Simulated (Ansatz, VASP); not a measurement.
**PbS in VASP and in Ansatz**

```
Pb S
1.0
     3.67759    0.00000    0.00000
     0.00000    3.67759    0.00000
     0.00000    0.00000    3.67759
Pb S
1 1
Direct
  0.00000 0.00000 0.00000
  0.50000 0.50000 0.50000
```

Alike in both runs: task single point; functional PBEsol; k mesh 12 × 12 × 12; occupations gaussian, width 0.1 eV; no spin polarisation.

```csv
,VASP,Ansatz
version,VASP 6.6.1,Ansatz 0.2.0
potentials or method,"VASP PAW PBE potentials, release 64 (Pb_d, S), cutoff 520 eV","scalar-relativistic, plane waves, PAW"
valence electrons in the cell,20,20
```

```csv
,VASP,Ansatz,Ansatz less VASP
gap on the k mesh at the Fermi level (eV),none,none,-
pressure (GPa),-4.4,-4.3,+0.04
```

VASP's potentials were made for PBE, not for PBEsol. A gap of «none» marks a metal or a gap that the smearing closes. The functional is the same, so the differences come from potentials, cutoffs and numerics.

Neither program's run includes spin-orbit coupling.
